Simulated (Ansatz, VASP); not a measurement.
# TaSi2 in VASP and in Ansatz

The input INCAR:

```
ALGO = Normal
EDIFF = 1E-6
ENCUT = 520
GGA = PE
ISIF = 2
ISMEAR = 0
LASPH = T
LCHARG = T
LELF = T
LREAL = F
LVHAR = T
LWAVE = F
NBANDS = 38
NELM = 60
PREC = Accurate
SIGMA = 0.013000000000000001
```

The input KPOINTS:

```
k-points
0
Gamma
  7 7 4
```

Contents of POSCAR:

```
TaSi2
1.0
    4.7800000000      0.0000000000      0.0000000000
   -2.3900000000      4.1396014301      0.0000000000
    0.0000000000      0.0000000000      6.5640000000
Ta Si
3 6
Direct
    0.0000000000      0.5000000000      0.1666666667
    0.5000000000      0.5000000000      0.8333333333
    0.5000000000      0.0000000000      0.5000000000
    0.3333000000      0.1666500000      0.1666666667
    0.1666500000      0.8333500000      0.8333333333
    0.8333500000      0.6667000000      0.5000000000
    0.6667000000      0.8333500000      0.1666666667
    0.8333500000      0.1666500000      0.8333333333
    0.1666500000      0.3333000000      0.5000000000
```

Contents of input.yaml:

```yaml
crystal:
  lattice:
    - [4.78, 0.0, 0.0]
    - [-2.39, 4.1396014301, 0.0]
    - [0.0, 0.0, 6.564]
  atoms:
    - { symbol: Ta, position: [0.0, 0.5, 0.1666666667] }
    - { symbol: Ta, position: [0.5, 0.5, 0.8333333333] }
    - { symbol: Ta, position: [0.5, 0.0, 0.5] }
    - { symbol: Si, position: [0.3333, 0.16665, 0.1666666667] }
    - { symbol: Si, position: [0.16665, 0.83335, 0.8333333333] }
    - { symbol: Si, position: [0.83335, 0.6667, 0.5] }
    - { symbol: Si, position: [0.6667, 0.83335, 0.1666666667] }
    - { symbol: Si, position: [0.83335, 0.16665, 0.8333333333] }
    - { symbol: Si, position: [0.16665, 0.3333, 0.5] }
hamiltonian:
  xc: pbe
  pseudopotentials: { kind: paw }
kpoints:
  mp_grid: { grid: [7, 7, 4] }
scf:
  occupations: { method: gaussian, width: 0.013 }
output:
  forces: true
  stress: true
  eigenvalues: true
```

Alike in both runs: task single point; functional PBE; k mesh 7 × 7 × 4; occupations gaussian, width 0.013 eV; no spin polarisation.

|  | VASP | Ansatz |
| --- | --- | --- |
| version | VASP 6.6.1 | Ansatz 0.2.0 |
| potentials or method | VASP PAW PBE potentials, release 64 (Ta_pv, Si) | Ansatz PAW |
| plane-wave cutoff (eV) | 520 | 420 |
| valence electrons in the cell | 57 | 63 |

VASP gave:

- gap on the k mesh at the Fermi level (eV): none
- pressure (GPa): 3.6
- traceless stress, the component that is largest in VASP (GPa): 1.77
- rms of the force components (eV/Å): 0.386

Question: What did Ansatz give for the same quantities?

Answer: gap on the k mesh at the Fermi level (eV): none; pressure (GPa): 3.5; traceless stress, the component that is largest in VASP (GPa): 1.75; rms of the force components (eV/Å): 0.384.

Atom by atom the forces differ by 0.002 eV/Å (rms over components). A gap of «none» marks a metal or a gap that the smearing closes. VASP's potentials hold 57 valence electrons a cell and Ansatz's 63, so a difference there can come from the potentials and not from the codes.

Spin-orbit coupling is off throughout.
